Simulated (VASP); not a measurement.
# MnSi (P6_3/mmc) in VASP: further runs, part 2 of 2

VASP 6.6.1. The steps go on from the part before.

## 4. Relaxation of cell and atoms, PBE, collinear spin, ferromagnetic start

This run uses another cell than the first one, of 14.94 Å³/atom.

INCAR reads:

```
ALGO = Normal ; EDIFF = 1E-6
EDIFFG = -0.04 ; ENCUT = 600
GGA = PE ; IBRION = 2
ISIF = 3 ; ISMEAR = 0
ISPIN = 2 ; LASPH = True
LCHARG = False ; LMAXMIX = 4
LORBIT = 11 ; LREAL = False
LWAVE = False ; MAGMOM = 4 4 0 0
NELM = 150 ; NSW = 90
PREC = Accurate ; SIGMA = 0.1
```

KPOINTS reads:

```
k-points
0
Gamma
  6 6 4
```

POSCAR reads:

```
MnSi
1.0
    3.7511943800      0.0000000000      0.0000000000
   -1.8755971900      3.2486296300      0.0000000000
    0.0000000000      0.0000000000      4.9053882500
Mn Si
2 2
Direct
    0.3333333300      0.6666666700      0.7500000000
    0.6666666700      0.3333333300      0.2500000000
    0.0000000000      0.0000000000      0.0000000000
    0.0000000000      0.0000000000      0.5000000000
```

Potentials or basis: VASP PAW PBE potentials, release 64 (Mn_pv, Si).

Started as:

```sh
$ cat potpaw_PBE.64/Mn_pv/POTCAR potpaw_PBE.64/Si/POTCAR > POTCAR
$ mpirun -np 1 vasp_std > vasp.out
```

OUTCAR:

```text
EDIFF = 1E-6
   EDIFFG = -0.04
   ENCUT = 600
   GGA = PE
   IBRION = 2
   ISIF = 3
   ISMEAR = 0
   ISPIN = 2
   LASPH = True
   LORBIT = 11
   LREAL = False
   NELM = 150
   NSW = 90
   PREC = Accurate

 ion  position               nearest neighbor table
   1  0.333  0.667  0.750-   3 2.49   4 2.49   3 2.49   4 2.49   3 2.49   4 2.49
   2  0.667  0.333  0.250-   3 2.49   4 2.49   3 2.49   4 2.49   3 2.49   4 2.49
   3  0.000  0.000  0.000-   4 2.45   4 2.45   1 2.49   2 2.49   2 2.49   1 2.49   2 2.49   1 2.49

   4  0.000  0.000  0.500-   3 2.45   3 2.45   1 2.49   2 2.49   2 2.49   1 2.49   2 2.49   1 2.49

  LATTYP: Found a hexagonal cell.
 ALAT       =     3.7511943800
 C/A-ratio  =     1.3076870333

  Lattice vectors:

 A1 = (   3.7511943800,   0.0000000000,   0.0000000000)
 A2 = (  -1.8755971900,   3.2486296300,   0.0000000000)
 A3 = (   0.0000000000,   0.0000000000,   4.9053882500)

Analysis of symmetry for initial positions (statically):
=====================================================================
 Subroutine PRICEL returns:
 Original cell was already a primitive cell.

 Routine SETGRP: Setting up the symmetry group for a
 hexagonal supercell.

[... 194 lines left out ...]
  in kB      -50.7959389    -50.7959390    -34.9944425      0.0000000      0.0000000      0.0000000
  external PRESSURE =     -45.5287734 kB  Pullay stress =       0.0000000 kB
[... 139 lines left out ...]
--------------------------------------- Ionic step        5  -------------------------------------------

 number of electron      33.9999994 magnetization       5.2457362

 Free energy of the ion-electron system (eV)
  ---------------------------------------------------
  ext. energy  EPLUGINS =         0.00000000
  ---------------------------------------------------
  free energy    TOTEN  =       -28.78155292 eV

  energy without entropy =      -28.76486448  energy(sigma->0) =      -28.77320870

 E-fermi :   8.7670     XC(G=0): -11.6208

 val. band max:        8.7367044163   @ k =   0.0000   0.0000   0.0000
 cond. band min:       8.7730835836   @ k =   0.1667   0.1667   0.5000
 fundamental gap:      0.0363791673
 Fermi energy:         8.7670341662

 spin component 1

 k-point     1 :       0.0000    0.0000    0.0000
  band No.  band energies     occupation
      1     -40.6981      1.00000
      2     -40.6981      1.00000
      3     -40.6875      1.00000
      4     -40.6875      1.00000
      5     -40.6643      1.00000
      6     -40.6253      1.00000
[... 577 lines left out ...]
     24      13.4520      0.00000
     25      17.2088      0.00000
 Fermi energy:         8.7670341662

 spin component 2

 k-point     1 :       0.0000    0.0000    0.0000
  band No.  band energies     occupation
      1     -37.8584      1.00000
      2     -37.8584      1.00000
      3     -37.8461      1.00000
      4     -37.8461      1.00000
      5     -37.8383      1.00000
      6     -37.7920      1.00000
[... 608 lines left out ...]
  FREE ENERGIE OF THE ION-ELECTRON SYSTEM (eV)
  ---------------------------------------------------
  free  energy   TOTEN  =       -28.7815529166 eV

  energy  without entropy=      -28.7648644784  energy(sigma->0) =      -28.77320870

 reached required accuracy - stopping structural energy minimisation

 total charge

# of ion       s       p       d       tot
------------------------------------------
    1        0.308   6.257   5.166  11.730
    2        0.308   6.257   5.166  11.730
    3        0.754   0.950   0.000   1.704
    4        0.754   0.950   0.000   1.704
--------------------------------------------------
tot          2.124  14.414  10.331  26.869

 magnetization (x)

# of ion       s       p       d       tot
------------------------------------------
    1        0.047   0.015   2.644   2.706
    2        0.047   0.015   2.644   2.706
    3       -0.025  -0.079   0.000  -0.104
    4       -0.025  -0.079   0.000  -0.104
--------------------------------------------------
tot          0.044  -0.128   5.288   5.204
```

CONTCAR:

```text
MnSi
   1.00000000000000
     3.6785521136008623    0.0000000000000000   -0.0000000000000000
    -1.8392760568004312    3.1857195817715875    0.0000000000000000
     0.0000000000000000    0.0000000000000000    4.8605615184396562
  Mn              Si
     2     2
Direct
     0.3333333300000021    0.6666666699999979    0.7500000000000000
     0.6666666699999979    0.3333333300000021    0.2500000000000000
     1.0000000000000000    0.0000000000000000    0.0000000000000000
     1.0000000000000000    0.0000000000000000    0.5000000000000000

  0.00000000E+00  0.00000000E+00  0.00000000E+00
  0.00000000E+00  0.00000000E+00  0.00000000E+00
  0.00000000E+00  0.00000000E+00  0.00000000E+00
  0.00000000E+00  0.00000000E+00  0.00000000E+00
```

It took 2.2 min on 1 thread of Intel Xeon 6975P-C (Granite Rapids), shared host; peak memory 0.24 GiB.

What came out:

- Free energy: -28.7816 eV
- Relaxed volume: 14.24 Å³/atom
- Relaxed cell: a = 3.679 Å, b = 3.679 Å, c = 4.861 Å, α = 90.00°, β = 90.00°, γ = 120.00°
- Space group after relaxing (to 0.1 Å): P6_3/mmc (No. 194)
- Energy gained by relaxing: 10.6 meV/atom
- Ionic steps: 5
- Pressure after relaxing: 0.0 GPa
- Net moment: 5.25 μB per cell
- Site moments: Mn +2.71; Si -0.10 μB
- Valence electrons inside the program's atomic spheres: Mn 11.73; Si 1.70

Stress tensor (GPa, compression positive):
```
-0.16  0.00  0.00
 0.00 -0.16  0.00
 0.00  0.00  0.29
```

Step by step:
```
step  energy change (eV)  largest force (eV/Å)  pressure (GPa)  volume (Å³)
   1              0.0000                0.0000           -4.55        59.78
   2             -0.0393                0.0000            1.20        56.18
   3             -0.0417                0.0000            0.13        56.88
   4             -0.0417                0.0000            0.04        56.94
   5             -0.0425                0.0000           -0.01        56.96
```

Final structure:
```cif
data_structure
_symmetry_space_group_name_H-M 'P 1'
_symmetry_Int_Tables_number 1
_cell_length_a 3.6786
_cell_length_b 3.6786
_cell_length_c 4.8606
_cell_angle_alpha 90.000
_cell_angle_beta 90.000
_cell_angle_gamma 120.000
_cell_volume 56.96
loop_
_atom_site_label
_atom_site_type_symbol
_atom_site_fract_x
_atom_site_fract_y
_atom_site_fract_z
_atom_site_occupancy
Mn1 Mn 0.33333 0.66667 0.75000 1
Mn2 Mn 0.66667 0.33333 0.25000 1
Si1 Si 0.00000 0.00000 0.00000 1
Si2 Si 0.00000 0.00000 0.50000 1
```

## 5. The runs side by side

| task | cell | cutoff (eV) | gap on the mesh (eV) | pressure (GPa) | moment (μB) |
| --- | --- | --- | --- | --- | --- |
| single point | a = 3.676, b = 3.676, c = 4.875 Å, angles 90.0, 90.0, 120.0°, 4 atoms | 520 | none | -0.2 | 5.26 |
| single point | a = 3.751, b = 3.751, c = 4.905 Å, angles 90.0, 90.0, 120.0°, 4 atoms | 520 | none | -4.5 | 5.55 |
| relaxation of cell and atoms | relaxed from a = 3.751, b = 3.751, c = 4.905 Å, angles 90.0, 90.0, 120.0°, 4 atoms | 600 | none | 0.0 | 5.25 |

Alike in all rows: level PBE; potentials or basis VASP PAW PBE potentials, release 64 (Mn_pv, Si); spin collinear, ferromagnetic start; k mesh 6 × 6 × 4; smearing gaussian 0.1 eV.

Caveats: the cell stands under tension (at least some runs).

Absolute energies hang on the potentials; compare differences alone.
